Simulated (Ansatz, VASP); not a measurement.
# One calculation of HfB, two programs

File INCAR:

```
PREC = Accurate
ENCUT = 500
EDIFF = 1E-6
ISMEAR = 0
SIGMA = 0.1
LREAL = False
LASPH = True
NELM = 120
ALGO = Normal
ISIF = 2
LWAVE = False
LCHARG = True
GGA = PE
LELF = True
LVHAR = True
NBANDS = 14
GGA_COMPAT = False
```

Contents of KPOINTS:

```
Automatic mesh
0
Gamma
  16 16 16
```

Contents of POSCAR:

```
HfB
1.0
    0.0000000000      2.3681658000      2.3681658000
    2.3681658000      0.0000000000      2.3681658000
    2.3681658000      2.3681658000      0.0000000000
Hf B
1 1
Direct
    0.5000000000      0.5000000000      0.5000000000
    0.0000000000      0.0000000000      0.0000000000
```

Input for Ansatz:

```yaml
crystal:
  lattice:
    - [0.0, 2.3681658, 2.3681658]
    - [2.3681658, 0.0, 2.3681658]
    - [2.3681658, 2.3681658, 0.0]
  atoms:
    - { symbol: Hf, position: [0.5, 0.5, 0.5] }
    - { symbol: B, position: [0.0, 0.0, 0.0] }
basis:
  ecutwfc: 420
kpoints:
  mp_grid: { grid: [16, 16, 16] }
hamiltonian:
  xc: pbe
scf:
  occupations: { method: gaussian, width: 0.1 }
output:
  forces: true
  stress: true
  eigenvalues: true
```

Alike in both runs: task single point; functional PBE; k mesh 16 × 16 × 16; occupations gaussian, width 0.1 eV; no spin polarisation.

```csv
,VASP,Ansatz
version,VASP 6.6.1,Ansatz 0.2.0
potentials or method,"VASP PAW PBE potentials, release 64 (Hf_pv, B), cutoff 500 eV","scalar-relativistic, plane waves, PAW"
valence electrons in the cell,13,29
```

VASP gave:

| Property | Result |
| --- | --- |
| gap on the k mesh at the Fermi level (eV) | none |
| pressure (GPa) | 12.0 |

Q: Which values does Ansatz return?

A: gap on the k mesh at the Fermi level (eV): none; pressure (GPa): 11.6.

A gap of «none» marks a metal or a gap that the smearing closes. VASP's potentials hold 13 valence electrons a cell and Ansatz's 29, so a difference there can come from the potentials and not from the codes.

Neither program's run includes spin-orbit coupling.
